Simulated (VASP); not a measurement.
Crystal: TaSi6.

```
Ta Si
1.0
     5.66100    0.00000    0.00000
     0.00000    5.66100    0.00000
     0.00000    0.00000    5.66100
Ta Si
1 6
Direct
  0.00000 0.00000 0.00000
  0.19825 0.50000 0.50000
  0.50000 0.19825 0.50000
  0.80175 0.50000 0.50000
  0.50000 0.80175 0.50000
  0.50000 0.50000 0.19825
  0.50000 0.50000 0.80175
```

The cell was generated, and may not be a known phase.

```yaml
Program: VASP 6.6.1
Task: relaxation of cell and atoms
Functional: PBE
Potentials_or_basis: VASP PAW PBE potentials, release 64 (Ta_pv, Si)
Cutoff: 600 eV
k_mesh: 8 × 8 × 8
Occupations: gaussian, width 0.1 eV
Spin: no spin polarisation
```

At the start: pressure 1.5 GPa; volume 25.92 Å³/atom.

Question: Where does the relaxation end?

Answer: Over 6 steps the energy falls by 7.0 meV/atom and the volume is 27.06 Å³/atom (+4.4 %); space group Pm-3m (No. 221, to 0.1 Å) before and after.

The path:
```
step  energy change (eV)  largest force (eV/Å)  pressure (GPa)  volume (Å³)
   1              0.0000                0.2556            1.50       181.42
   2             -0.0469                0.0274            0.32       187.87
   3             -0.0488                0.0231            0.03       189.46
   4             -0.0487                0.0181            0.07       189.30
   5             -0.0488                0.0226           -0.01       189.52
   6             -0.0488                0.0048            0.03       189.42
```

Final structure:
```
Ta Si
1.0
     5.74304    0.00000    0.00000
     0.00000    5.74304    0.00000
     0.00000    0.00000    5.74304
Ta Si
1 6
Direct
  0.00000 0.00000 0.00000
  0.20078 0.50000 0.50000
  0.50000 0.20078 0.50000
  0.79922 0.50000 0.50000
  0.50000 0.79922 0.50000
  0.50000 0.50000 0.20078
  0.50000 0.50000 0.79922
```
